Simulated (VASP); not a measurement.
Crystal: Zn.

```
Zn
1.0
     2.58143    0.00000    0.00000
     0.00000    2.58143    0.00000
     0.00000    0.00000    2.64493
Zn
1
Direct
  0.00000 0.00000 0.00000
```

* Program: VASP 6.6.1
* Task: relaxation of cell and atoms
* Functional: PBE
* Potentials or basis: VASP PAW PBE potentials, release 64 (Zn)
* Cutoff: 600 eV
* k mesh: 22 × 22 × 20
* Occupations: gaussian, width 0.1 eV
* Spin: no spin polarisation

At the start: pressure 1.8 GPa; volume 17.63 Å³/atom.

How do energy, volume and symmetry change on relaxing?

Over 14 steps the energy falls by 5.1 meV/atom and the volume is 18.26 Å³/atom (+3.6 %); space group Pm-3m (No. 221, to 0.1 Å) before and after.

Step by step:
```csv
step,energy change (eV),largest force (eV/Å),pressure (GPa),volume (Å³)
1,0.0000,0.0000,1.78,17.63
2,-0.0041,0.0000,0.60,18.13
3,-0.0042,0.0000,-0.36,18.46
4,-0.0043,0.0000,-0.48,18.40
5,-0.0043,0.0000,-0.23,18.26
6,-0.0043,0.0000,-0.16,18.25
7,-0.0047,0.0000,0.06,18.22
8,-0.0050,0.0000,0.23,18.15
9,-0.0051,0.0000,0.54,18.16
10,-0.0050,0.0000,0.07,18.19
11,-0.0050,0.0000,0.20,18.17
12,-0.0050,0.0000,0.06,18.17
13,-0.0051,0.0000,0.25,18.17
14,-0.0051,0.0000,0.03,18.26
```

Final structure:
```
Zn
1.0
     2.64076    0.00000    0.00000
     0.00000    2.64076    0.00000
     0.00000    0.00000    2.61901
Zn
1
Direct
  0.00000 0.00000 0.00000
```
